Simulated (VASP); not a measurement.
Here is a VASP 6.6.1 calculation.

File INCAR:

```
PREC = Accurate ; ENCUT = 520
EDIFF = 1E-6 ; ISMEAR = 0
SIGMA = 0.05 ; LREAL = F
LASPH = T ; NELM = 100
ALGO = Normal ; ISIF = 2
LWAVE = F ; LCHARG = F
LDIPOL = T ; IDIPOL = 3
DIPOL = 0.5 0.5 0.483 ; GGA = PE
IVDW = 12 ; NBANDS = 66
```

Contents of KPOINTS:

```
Automatic mesh
0
Gamma
  3 3 1
```

POSCAR

```
Sn2HSe4
1.0
    7.6780971922      0.0000000000      0.0000000000
   -3.8390485961      6.6494272212      0.0000000000
    0.0000000000      0.0000000000     21.1880039997
Se Sn H
8 4 2
Direct
    0.3333333333      0.1666666667      0.3775721394
    0.3333333333      0.6666666667      0.3775721394
    0.8333333333      0.1666666667      0.3775721394
    0.8333333333      0.6666666667      0.3775721394
    0.1665500450      0.3330982925      0.5281502560
    0.1666779656      0.8334201534      0.5281492793
    0.6667504340      0.3334544108      0.5279066968
    0.6667895706      0.8334195746      0.5282710332
   -0.0001147622     -0.0000829445      0.4530213692
    0.0003657129      0.5001651083      0.4528232360
    0.4998922080     -0.0003795722      0.4528266310
    0.4998597624      0.5002904980      0.4528494935
    0.3836959443      0.7018706411      0.6636180255
    0.2774479814      0.6156669906      0.6624194231
```

Potentials or basis: VASP PAW PBE potentials, release 64 (Se, Sn_d, H).

Run with:

```sh
$ cat potpaw_PBE.64/Se/POTCAR potpaw_PBE.64/Sn_d/POTCAR potpaw_PBE.64/H/POTCAR > POTCAR
$ mpirun -np 1 vasp_std > vasp.out
```

Question: Estimate the dispersion energy per atom.

Answer: -0.219 eV.

Question: Predict the band gap on the k mesh.

Answer: 0.79 eV (least direct gap 0.86 eV).

Forces in eV/Å, atoms in the order of the input:
```
Se  -0.005  0.000  0.000
Se   0.004  0.000 -0.023
Se   0.005 -0.006 -0.006
Se  -0.005  0.006 -0.004
Se  -0.002  0.001  0.013
Se  -0.001 -0.001  0.013
Se   0.000 -0.003  0.039
Se  -0.003 -0.001  0.004
Sn   0.011  0.002 -0.030
Sn  -0.029 -0.013 -0.001
Sn  -0.009  0.037 -0.002
Sn   0.030 -0.024 -0.008
H   -0.008 -0.009  0.002
H    0.011  0.011  0.003
```

Caveat: spin-orbit coupling is left out, which moves the levels of the heavy elements.
